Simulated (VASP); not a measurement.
# WC (P1) in VASP: single point with PBEsol

Aim: the single point of WC with PBEsol.

Program: VASP 6.6.1. These are calculated values, not measurements. Logs are shortened: lines on timing, memory, paths and dates and some standing lists are left out, and cuts for length are marked.

## Step 1: The cell of the first run

The typed cell holds 16 atoms: a = 5.906 Å, b = 5.115 Å, c = 5.773 Å, α = 90.00°, β = 90.00°, γ = 90.00°.

## Step 2: Single point, PBEsol

Input file INCAR:

```
SYSTEM = WC
ALGO = Normal
EDIFF = 1E-7
ENCUT = 520
GGA = PS
ISIF = 2
ISMEAR = -1
LASPH = .TRUE.
LCHARG = .TRUE.
LELF = .TRUE.
LREAL = Auto
LVHAR = .TRUE.
LWAVE = .FALSE.
NBANDS = 86
NELM = 100
PREC = Accurate
SIGMA = 0.24
```

Input file KPOINTS:

```
k-points
0
G
  3 3 3
  0 0 0
```

Input file POSCAR:

```
WC
1.0
   -2.9530380000     -5.1148120000      0.0000000000
    4.4295570000     -2.5574060000      0.0000000000
    0.0000000000      0.0000000000      5.7734360000
W C
8 8
Direct
    0.7622815501      0.5611049557      0.0196936452
    0.7693770874      0.5651354696      0.5071676554
    0.5284621669      0.0481016184      0.0102192178
    0.5242045792      0.0498912289      0.5210069013
    0.2600090146      0.5492685839      0.0235734838
    0.2562095168      0.5488125424      0.5075140696
    0.0045520824      0.0732449029      0.0052828160
    0.0247434556      0.0480337796      0.5246615707
    0.5153253712      0.7289838247      0.2662019636
    0.5335009450      0.7314610837      0.7442361879
    0.2775499810      0.2103631674      0.2522934350
    0.2609843944      0.2217144590      0.7565685322
    0.0159977671      0.7480526866      0.2588753041
    0.0079554994      0.7264818789      0.7566724564
    0.7629688876      0.2064035112      0.2636384988
    0.7848231535      0.2482895232      0.7535200875
```

Potentials or basis: VASP PAW PBE potentials, release 64 (W_sv, C).

On the command line:

```
$ cat potpaw_PBE.64/W_sv/POTCAR potpaw_PBE.64/C/POTCAR > POTCAR
$ mpirun -np 1 vasp_std > vasp.out
```

OUTCAR:

```text
SYSTEM = WC
   EDIFF = 1E-7
   ENCUT = 520
   GGA = PS
   ISIF = 2
   ISMEAR = -1
   LASPH = .TRUE.
   LREAL = Auto
   NELM = 100
   PREC = Accurate

 ion  position               nearest neighbor table
   1  0.762  0.561  0.020-   9 2.21  16 2.22  13 2.25  10 2.26  14 2.26  15 2.30   2 2.81   3 2.85
                             7 2.88   5 2.94   2 2.96   3 2.97   5 2.97   7 2.99
   2  0.769  0.565  0.507-  10 2.13  16 2.16  14 2.18   9 2.21  13 2.25  15 2.31   1 2.81   4 2.87
                             6 2.88   8 2.90   1 2.96   4 3.01   6 3.03   8 3.05
   3  0.528  0.048  0.010-  15 2.17  11 2.20   9 2.20  10 2.23  12 2.33  16 2.35   7 2.81   4 2.82
                             1 2.85   4 2.95   1 2.97   5 3.00   5 3.02   7 3.10
   4  0.524  0.050  0.521-  10 2.08  15 2.20   9 2.20  12 2.24  16 2.28  11 2.28   3 2.82   2 2.87
                             3 2.95   8 2.95   8 2.96   6 3.00   2 3.01   6 3.01
   5  0.260  0.549  0.024-  11 2.18  13 2.23   9 2.25  12 2.28  14 2.33  10 2.47   6 2.79   7 2.87
                             1 2.94   1 2.97   6 2.98   3 3.00   3 3.02   7 3.08
   6  0.256  0.549  0.508-  12 2.21  14 2.25  13 2.26   9 2.27  11 2.28  10 2.33   5 2.79   2 2.88
                             8 2.90   8 2.91   5 2.98   4 3.00   4 3.01   2 3.03
   7  0.005  0.073  0.005-  16 2.14  15 2.17  13 2.22  12 2.22  11 2.26  14 2.28   8 2.78   3 2.81
                             5 2.87   1 2.88   1 2.99   8 3.00   5 3.08   3 3.10
   8  0.025  0.048  0.525-  14 2.12  12 2.13  13 2.17  16 2.19  15 2.31  11 2.32   7 2.78   2 2.90
                             6 2.90   6 2.91   4 2.95   4 2.96   7 3.00   2 3.05
   9  0.515  0.729  0.266-   3 2.20   4 2.20   2 2.21   1 2.21   5 2.25   6 2.27
  10  0.534  0.731  0.744-   4 2.08   2 2.13   3 2.23   1 2.26   6 2.33   5 2.47
  11  0.278  0.210  0.252-   5 2.18   3 2.20   7 2.26   6 2.28   4 2.28   8 2.32
  12  0.261  0.222  0.757-   8 2.13   6 2.21   7 2.22   4 2.24   5 2.28   3 2.33
  13  0.016  0.748  0.259-   8 2.17   7 2.22   5 2.23   2 2.25   1 2.25   6 2.26
  14  0.008  0.726  0.757-   8 2.12   2 2.18   6 2.25   1 2.26   7 2.28   5 2.33
  15  0.763  0.206  0.264-   3 2.17   7 2.17   4 2.20   1 2.30   8 2.31   2 2.31
  16  0.785  0.248  0.754-   7 2.14   2 2.16   8 2.19   1 2.22   4 2.28   3 2.35

  LATTYP: Found a simple orthorhombic cell.
 ALAT       =     5.1148118895
 B/A-ratio  =     1.1287680026
 C/A-ratio  =     1.1547005550

  Lattice vectors:

 A1 = (   4.4295570000,  -2.5574060000,   0.0000000000)
 A2 = (   0.0000000000,   0.0000000000,   5.7734360000)
 A3 = (  -2.9530380000,  -5.1148120000,   0.0000000000)

Analysis of symmetry for initial positions (statically):
=====================================================================
 Subroutine PRICEL returns:
 Original cell was already a primitive cell.

 Routine SETGRP: Setting up the symmetry group for a
 simple orthorhombic supercell.

 Subroutine GETGRP returns: Found  1 space group operations
 (whereof  1 operations were pure point group operations)
 out of a pool of  8 trial point group operations.

The static configuration has the point symmetry C_1 .

Analysis of symmetry for dynamics (positions and initial velocities):
=====================================================================
 Subroutine PRICEL returns:
 Original cell was already a primitive cell.

 Routine SETGRP: Setting up the symmetry group for a
 simple orthorhombic supercell.

 Subroutine GETGRP returns: Found  1 space group operations
 (whereof  1 operations were pure point group operations)
 out of a pool of  8 trial point group operations.

The dynamic configuration has the point symmetry C_1 .

 Subroutine INISYM returns: Found  1 space group operations
 (whereof  1 operations are pure point group operations),
 and found     1 'primitive' translations

----------------------------------------------------------------------------------------

                                     Primitive cell

  volume of cell :     174.4067

  direct lattice vectors                    reciprocal lattice vectors
    -2.953038000 -5.114812000  0.000000000    -0.084658579 -0.146632955  0.000000000
     4.429557000 -2.557406000  0.000000000     0.169317157 -0.097755304  0.000000000
     0.000000000  0.000000000  5.773436000     0.000000000  0.000000000  0.173207082

  length of vectors
     5.906076128  5.114811890  5.773436000     0.169317154  0.195510611  0.173207082

  position of ions in fractional coordinates (direct lattice)
     0.762281550  0.561104956  0.019693645
     0.769377087  0.565135470  0.507167655
     0.528462167  0.048101618  0.010219218
     0.524204579  0.049891229  0.521006901
     0.260009015  0.549268584  0.023573484
     0.256209517  0.548812542  0.507514070
[... 8 lines left out ...]
     0.762968888  0.206403511  0.263638499
     0.784823153  0.248289523  0.753520088

  ion indices of the primitive-cell ions
   primitive index   ion index
                 1           1
                 2           2
                 3           3
                 4           4
                 5           5
                 6           6
[... 8 lines left out ...]
                15          15
                16          16

----------------------------------------------------------------------------------------

 KPOINTS: k-points

Automatic generation of k-mesh.
 Grid dimensions read from file:
 generate k-points for:    3    3    3

 Generating k-lattice:

  Cartesian coordinates                     Fractional coordinates (reciprocal lattice)
    -0.028219526 -0.048877652  0.000000000     0.333333333  0.000000000  0.000000000
     0.056439052 -0.032585101  0.000000000     0.000000000  0.333333333  0.000000000
     0.000000000  0.000000000  0.057735694     0.000000000  0.000000000  0.333333333

  Length of vectors
     0.056439051  0.065170204  0.057735694

  Shift w.r.t. Gamma in fractional coordinates (k-lattice)
     0.000000000  0.000000000  0.000000000

 Subroutine IBZKPT returns following result:
 ===========================================

 Found     14 irreducible k-points:

 Following reciprocal coordinates:
            Coordinates               Weight
  0.000000  0.000000  0.000000      1.000000
  0.333333  0.000000  0.000000      2.000000
  0.000000  0.333333  0.000000      2.000000
  0.333333  0.333333  0.000000      2.000000
 -0.333333  0.333333  0.000000      2.000000
  0.000000  0.000000  0.333333      2.000000
  0.333333  0.000000  0.333333      2.000000
 -0.333333 -0.000000  0.333333      2.000000
  0.000000  0.333333  0.333333      2.000000
  0.000000  0.333333 -0.333333      2.000000
  0.333333  0.333333  0.333333      2.000000
 -0.333333  0.333333 -0.333333      2.000000
 -0.333333 -0.333333  0.333333      2.000000
  0.333333 -0.333333 -0.333333      2.000000
   k-points           NKPTS =     14   k-points in BZ     NKDIM =     14   number of bands    NBANDS=     86
   number of dos      NEDOS =    301   number of ions     NIONS =     16
   total plane-waves  NPLWV =  92160
   dimension x,y,z NGX =    48 NGY =   40 NGZ =   48
   dimension x,y,z NGXF=    96 NGYF=   80 NGZF=   96
   ions per type =               8   8
   NGX,Y,Z   is equivalent  to a cutoff of  13.51, 13.00, 13.82 a.u.
   NGXF,Y,Z  is equivalent  to a cutoff of  27.02, 26.00, 27.64 a.u.
 SYSTEM =  WC
   PREC   = accura    normal or accurate (medium, high low for compatibility)
   ISTART =      0    job   : 0-new  1-cont  2-samecut
   ICHARG =      2    charge: 1-file 2-atom 10-const
   ISPIN  =      1    spin polarized calculation?
   LNONCOLLINEAR =      F non collinear calculations
   LSORBIT =      F    spin-orbit coupling
   LASPH  =      T    aspherical Exc in radial PAW
   ENCUT  =  520.0 eV  38.22 Ry    6.18 a.u.  10.98  9.51 10.73*2*pi/ulx,y,z
   NELM   =    100;   NELMIN=  2; NELMDL= -5     # of ELM steps
   EDIFF  = 0.1E-06   stopping-criterion for ELM
   LREAL  =      T    real-space projection
   EDIFFG = 0.1E-05   stopping-criterion for IOM
   NSW    =      0    number of steps for IOM
   IBRION =     -1    ionic relax: 0-MD 1-quasi-New 2-CG
   NFREE  =      0    steps in history (QN), initial steepest desc. (CG)
   ISIF   =      2    stress and relaxation
   ISYM   =      2    0-nonsym 1-usesym 2-fastsym
   POTIM  = 0.5000    time-step for ionic-motion
   TEBEG  =    0.0;   TEEND  =   0.0 temperature during run
   PSTRESS=    0.0 pullay stress
   NELECT =     144.0000    total number of electrons
   NUPDOWN=      -1.0000    fix difference up-down
   EMIN   =  10.00;   EMAX   =-10.00  energy-range for DOS
   EFERMI =   0.00;   METHOD = LEGACY
   ISMEAR =    -1;   SIGMA  =   0.24  broadening in eV -4-tet -1-fermi 0-gaus
   EFERMI_NEDOS =   21; number of points for ismear=-14 and -15
   IALGO  =     38    algorithm
   IMIX   =      4    mixing-type and parameters
     AMIX     =   0.40;   BMIX     =  1.00
     AMIX_MAG =   1.60;   BMIX_MAG =  1.00
  volume/ion in A,a.u.               =      10.90        73.56
  Fermi-wavevector in a.u.,A,eV,Ry     =   1.535823  2.902286 32.092794  2.358754
  Thomas-Fermi vector in A             =   2.642558
   LORBIT       =      0    0 simple, 1 ext, 2 COOP (PROOUT), +10 PAW based schemes
   GGA     = PS    functional components
   LHFCALC =     F    Hartree Fock is set to
   AEXX    =    0.0000 exact exchange contribution
   IVDW    =     0    specifies the selected vdW correction
   LEPSILON=     F    determine dielectric tensor
   LRPA    =     F    only Hartree local field effects (RPA)
 non-spin polarized calculation
  energy-cutoff  :      520.00
  volume of cell :      174.41
 maximum number of plane-waves:      4722
 NGX is ok and might be reduce to    48
   NGX = 21   NGY = 19   NGZ = 21

 number of electron     144.0000001 magnetization

 Free energy of the ion-electron system (eV)
  ---------------------------------------------------
  ext. energy  EPLUGINS =         0.00000000
  ---------------------------------------------------
  free energy    TOTEN  =      -189.39949486 eV

  energy without entropy =     -188.76338484  energy(sigma->0) =     -189.08143985

 E-fermi :  10.4334     XC(G=0): -13.6487

 val. band max:       10.4281872416   @ k =  -0.3333  -0.0000   0.3333
 cond. band min:      10.4719256967   @ k =   0.0000   0.0000   0.3333
 fundamental gap:      0.0437384551
 Fermi energy:        10.4333888532

 k-point     1 :       0.0000    0.0000    0.0000
  band No.  band energies     occupation
      1     -63.8363      2.00000
      2     -63.7670      2.00000
      3     -63.7254      2.00000
      4     -63.7046      2.00000
      5     -63.6986      2.00000
      6     -63.6791      2.00000
[... 76 lines left out ...]
     83      14.3462      0.00000
     84      14.4167      0.00000

 k-point     2 :       0.3333    0.0000    0.0000
  band No.  band energies     occupation
      1     -63.8341      2.00000
      2     -63.7692      2.00000
      3     -63.7213      2.00000
      4     -63.7061      2.00000
      5     -63.6956      2.00000
      6     -63.6830      2.00000
[... 1033 lines left out ...]
     83      13.7670      0.00000
     84      14.1833      0.00000

 k-point    14 :       0.3333   -0.3333   -0.3333
  band No.  band energies     occupation
      1     -63.8315      2.00000
      2     -63.7630      2.00000
      3     -63.7167      2.00000
      4     -63.7052      2.00000
      5     -63.6931      2.00000
      6     -63.6895      2.00000
[... 76 lines left out ...]
     83      13.8441      0.00000
     84      14.2400      0.00000
 [bands above 84 left out]

------------------------ aborting loop because EDIFF is reached ----------------------------------------

  FORCE on cell =-STRESS in cart. coord.  units (eV):
  Direction    XX          YY          ZZ          XY          YZ          ZX
  --------------------------------------------------------------------------------------
  -------------------------------------------------------------------------------------
  Total      -15.2081983    -16.6788472    -21.7828943     -0.2725259      0.5132283     -0.5196136
  in kB     -139.7092907   -153.2193267   -200.1073792     -2.5035440      4.7147437     -4.7734026
  external PRESSURE =    -164.3453322 kB  Pullay stress =       0.0000000 kB

 VOLUME and BASIS-vectors are now :
 -----------------------------------------------------------------------------
  energy-cutoff  :      520.00
  volume of cell :      174.41
      direct lattice vectors                 reciprocal lattice vectors
    -2.953038000 -5.114812000  0.000000000    -0.084658579 -0.146632955  0.000000000
     4.429557000 -2.557406000  0.000000000     0.169317157 -0.097755304  0.000000000
     0.000000000  0.000000000  5.773436000     0.000000000  0.000000000  0.173207082

 POSITION                                       TOTAL-FORCE (eV/Angst)
 -----------------------------------------------------------------------------------
      0.23440     -5.33390      0.11370        -0.196698     -0.429626     -1.055489
      0.23130     -5.38050      2.92810        -0.675851      0.722942      0.315758
     -1.34750     -2.82600      0.05900         1.761860      0.943011      0.236595
     -1.32700     -2.80880      3.00800         1.577555     -0.062057     -1.610538
      1.66520     -2.73460      0.13610         0.489785     -1.093432     -1.754670
      1.67440     -2.71400      2.93010        -0.041913     -1.914801      0.890102
[... 8 lines left out ...]
     -1.33880     -4.43030      1.52210         0.908129     -1.043622      0.019585
     -1.21780     -4.64920      4.35040        -0.432774      1.952620      0.493932
 -----------------------------------------------------------------------------------
    total drift:                               -0.002977      0.004817      0.012807

  FREE ENERGIE OF THE ION-ELECTRON SYSTEM (eV)
  ---------------------------------------------------
  free  energy   TOTEN  =      -189.3994948603 eV

  energy  without entropy=     -188.7633848442  energy(sigma->0) =     -189.08143985
```

Run time: 6.6 min. Hardware: 1 thread of Intel Xeon Platinum 8259CL at 2.50GHz (Skylake/Cascade Lake), shared host; peak memory 0.36 GiB.

Results:

```yaml
Free_energy: -189.3995 eV
Pressure: -16.4 GPa
Largest_force: 3.350 eV/Å
Band_gap_on_the_k_mesh: 0.01 eV
```

Forces on the atoms (eV/Å):
```
W   -0.197 -0.430 -1.055
W   -0.676  0.723  0.316
W    1.762  0.943  0.237
W    1.578 -0.062 -1.611
W    0.490 -1.093 -1.755
W   -0.042 -1.915  0.890
W   -2.756 -1.068  1.576
W    1.599 -0.133 -2.522
C   -0.549  0.498 -0.477
C   -0.219  1.629  1.778
C    0.962  0.461  0.688
C   -0.187 -0.984  0.679
C   -1.586  1.026 -0.088
C   -0.654 -0.504  0.830
C    0.908 -1.044  0.020
C   -0.433  1.953  0.494
```

Levels at points of the mesh, in eV from the valence-band top:
| k point | band 68 | band 69 | band 70 | band 71 | band 72 | band 73 | band 74 | band 75 | band 76 | band 77 |
| --- | --- | --- | --- | --- | --- | --- | --- | --- | --- | --- |
| (0.00, 0.00, 0.00) | -0.65 | -0.57 | -0.52 | -0.36 | -0.18 | 0.08 | 0.87 | 1.04 | 1.93 | 2.04 |

Caveat: the stress differs along the axes, from -20 to -14 GPa; the atoms stand as in a frame of molecular dynamics; the PAW data sets were made with another functional, which shifts forces and pressure a little; spin-orbit coupling is left out, which moves the levels of the heavy elements. A k mesh can miss the band edges.

The gap in the log of VASP goes by the Fermi energy; the results here count the filled bands.